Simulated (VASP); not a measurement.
Set up this calculation in VASP 6.6.1, as the native input.

| Item | Value |
| --- | --- |
| Task | single point |
| Functional | r2SCAN |
| Potentials or basis | VASP PAW PBE potentials, release 64 (La) |
| Cutoff | 520 eV |
| k mesh | 11 × 11 × 11 |
| Occupations | fermi-dirac, width 0.1 eV |
| Spin | no spin polarisation |
| Dipole correction | no |
| Further INCAR settings | ALGO = Normal; EDIFF = 1e-06; NBANDS = 12 |

La:

```xyz
1
Lattice="0.0000 2.6785 2.6785 2.6785 0.0000 2.6785 2.6785 2.6785 0.0000" Properties=species:S:1:pos:R:3 pbc="T T T"
La    0.0000    0.0000    0.0000
```

One way to write it, as run:

POSCAR

```
La
1.0
    0.0000000000      2.6785116925      2.6785116925
    2.6785116925      0.0000000000      2.6785116925
    2.6785116925      2.6785116925      0.0000000000
La
1
Direct
    0.0000000000      0.0000000000      0.0000000000
```

INCAR.step1

```
PREC = Accurate
ENCUT = 520
ISMEAR = -1
SIGMA = 0.1
LREAL = F
LASPH = T
NELM = 60
NBANDS = 12
GGA = PE
ALGO = Normal
EDIFF = 1E-4
LWAVE = T
LCHARG = F
```

INCAR.step2

```
PREC = Accurate
ENCUT = 520
EDIFF = 1E-6
ISMEAR = -1
SIGMA = 0.1
LREAL = F
LASPH = T
NELM = 60
ALGO = Normal
ISIF = 2
LWAVE = F
LCHARG = F
METAGGA = R2SCAN
LMIXTAU = T
NBANDS = 12
ISTART = 1
```

KPOINTS

```
Automatic mesh
0
Gamma
  11 11 11
```

Potentials or basis: VASP PAW PBE potentials, release 64 (La).

Launch:

```bash
$ cat potpaw_PBE.64/La/POTCAR > POTCAR
$ cp INCAR.step1 INCAR
$ mpirun -np 1 vasp_std > vasp.out
$ cp INCAR.step2 INCAR
$ mpirun -np 1 vasp_std > vasp.out
```

It gave:

The pressure is -0.7 GPa.

Caveat: the PAW data sets were made with another functional, which shifts forces and pressure a little.

It took 91 s on 1 thread of Intel(R) Xeon(R) Platinum 8488C (Sapphire Rapids) (shared host), peak memory 0.2 GiB.
